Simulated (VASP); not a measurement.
# Ta: relaxation of cell and atoms with RPBE

Ta:

```
Ta
1.0
     2.90037    0.00000    0.00000
    -1.45019    2.51180    0.00000
     0.00000    0.00000    5.16627
Ta
2
Direct
  0.33333 0.66667 0.25000
  0.66667 0.33333 0.75000
```

```
Program                : VASP 6.6.1
Task                   : relaxation of cell and atoms
Functional             : RPBE
Potentials or basis    : VASP PAW PBE potentials, release 64 (Ta_pv)
Cutoff                 : 600 eV
k mesh                 : 11 × 11 × 5
Occupations            : fermi-dirac, width 0.05 eV
Spin                   : no spin polarisation
Dipole correction      : no
Further INCAR settings : ALGO = Normal; EDIFF = 1e-06; IBRION = 2; EDIFFG = -0.01; NSW = 60; ISIF = 3
```

```yaml
Relaxed_volume: 19.06 Å³/atom
Relaxed_cell: a = 2.910 Å, b = 2.910 Å, c = 5.198 Å, α = 90.00°, β = 90.00°, γ = 120.00°
Space_group_after_relaxing_to_0.05_Å: P6_3/mmc (No. 194)
Energy_gained_by_relaxing: 1.7 meV/atom
Ionic_steps: 6
Pressure_after_relaxing: -0.1 GPa
Band_gap_on_the_k_mesh: zero (band 11 reaches 6.42 eV, above the bottom of band 12 at 5.01 eV)
```

Step by step:
```tsv
step	energy change (eV)	largest force (eV/Å)	pressure (GPa)	volume (Å³)
1	0.0000	0.0000	2.33	37.64
2	0.0119	0.0000	-4.65	39.14
3	-0.0034	0.0000	-0.01	38.11
4	-0.0034	0.0000	-0.06	38.12
5	-0.0035	0.0000	-0.05	38.13
6	-0.0035	0.0000	-0.06	38.13
```

Final structure:
```
Ta
1.0
     2.91028    0.00000    0.00000
    -1.45514    2.52038    0.00000
     0.00000    0.00000    5.19772
Ta
2
Direct
  0.33333 0.66667 0.25000
  0.66667 0.33333 0.75000
```

Levels at points of the mesh, in eV from the Fermi level:
| k point | band 9 | band 10 | band 11 | band 12 | band 13 | band 14 |
| --- | --- | --- | --- | --- | --- | --- |
| (0.00, 0.00, 0.00) | -0.58 | -0.24 | 0.61 | 0.61 | 1.15 | 1.15 |

Run time: 95 s on 1 thread of AMD EPYC 7R13 Processor (Zen 3), on a shared host, peak memory 0.15 GiB.

Caveat: the PAW data sets were made with another functional, which shifts forces and pressure a little; spin-orbit coupling is left out, which moves the levels of the heavy elements.
